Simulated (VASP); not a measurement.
A run of VASP 6.6.1 is set up as follows.

File INCAR:

```
SYSTEM = AgBr
PREC = Accurate ; ENCUT = 500
EDIFF = 1E-7 ; ISMEAR = 1
SIGMA = 0.2 ; LREAL = .False.
LASPH = .True. ; NELM = 120
ALGO = Normal ; ISIF = 3
LWAVE = .False. ; LCHARG = .False.
GGA = RE ; IVDW = 12
IBRION = 2 ; NSW = 100
EDIFFG = -0.01 ; ISYM = 0
GGA_COMPAT = .False. ; NELMIN = 4
```

Contents of KPOINTS:

```
Automatic mesh
0
Gamma
  5 5 5
  0.5 0.5 0.5
```

Contents of POSCAR:

```
AgBr
1.0
    0.0000000000      2.8701500000      2.8701500000
    2.8701500000      0.0000000000      2.8701500000
    2.8701500000      2.8701500000      0.0000000000
Ag Br
1 1
Direct
    0.0000000000      0.0000000000      0.0000000000
    0.5000000000      0.5000000000      0.5000000000
```

Potentials or basis: VASP PAW PBE potentials, release 64 (Ag, Br).

The run is started by

```console
$ cat potpaw_PBE.64/Ag/POTCAR potpaw_PBE.64/Br/POTCAR > POTCAR
$ mpirun -np 1 vasp_std > vasp.out
```

Question: Predict the space group after relaxing (to 0.1 Å).

Answer: Fm-3m (No. 225).

Question: Estimate the relaxed volume.

Answer: 23.29 Å³/atom.

Question: Predict the relaxed cell.

Answer: a = 4.038 Å, b = 4.038 Å, c = 4.038 Å, α = 60.00°, β = 60.00°, γ = 60.00°.

Final structure:
```cif
data_structure
_symmetry_space_group_name_H-M 'P 1'
_symmetry_Int_Tables_number 1
_cell_length_a 4.0384
_cell_length_b 4.0384
_cell_length_c 4.0384
_cell_angle_alpha 60.000
_cell_angle_beta 60.000
_cell_angle_gamma 60.000
_cell_volume 46.57
loop_
_atom_site_label
_atom_site_type_symbol
_atom_site_fract_x
_atom_site_fract_y
_atom_site_fract_z
_atom_site_occupancy
Ag1 Ag 0.00000 0.00000 0.00000 1
Br1 Br 0.50000 0.50000 0.50000 1
```

Caveat: the PAW data sets were made with another functional, which shifts forces and pressure a little.
